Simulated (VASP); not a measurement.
Here is a VASP 6.6.1 calculation.

Contents of INCAR:

```
SYSTEM = ZnB6
ALGO = Normal
EDIFF = 1E-6
ENCUT = 500
GGA = PE
GGA_COMPAT = .False.
ISIF = 2
ISMEAR = 0
LASPH = .True.
LCHARG = .True.
LELF = .True.
LREAL = .False.
LVHAR = .True.
LWAVE = .False.
NBANDS = 24
NELM = 120
PREC = Accurate
SIGMA = 0.1
```

KPOINTS

```
k-points
0
Gamma
  4 4 4
  0 0 0
```

Contents of POSCAR:

```
ZnB6
1.0
    4.1306808803      0.0000000000      0.0000000000
    0.0000000000      4.1306808803      0.0000000000
    0.0000000000      0.0000000000      4.1306808803
Zn B
1 6
Direct
    0.0000000000      0.0000000000      0.0000000000
    0.8011286998      0.5000000000      0.5000000000
    0.1988713002      0.5000000000      0.5000000000
    0.5000000000      0.5000000000      0.8011286998
    0.5000000000      0.5000000000      0.1988713002
    0.5000000000      0.1988713002      0.5000000000
    0.5000000000      0.8011286998      0.5000000000
```

Potentials or basis: VASP PAW PBE potentials, release 64 (Zn, B).

The run is started by

```sh
$ cat potpaw_PBE.64/Zn/POTCAR potpaw_PBE.64/B/POTCAR > POTCAR
$ mpirun -np 1 vasp_std > vasp.out
```

Task: What does it give for the largest force?

Result: 0.015 eV/Å.

Task: Predict the band gap on the k mesh.

Result: Zero (bands 15 and 16 overlap by 1.29 eV).

Forces on the atoms (eV/Å):
```
Zn   0.000  0.000  0.000
B    0.015  0.000  0.000
B   -0.015  0.000  0.000
B    0.000  0.000  0.015
B    0.000  0.000 -0.015
B    0.000 -0.015  0.000
B    0.000  0.015  0.000
```

Caveat: the k points lie up to 0.38 Å⁻¹ apart, too coarse for converged energies and pressures of a metal.
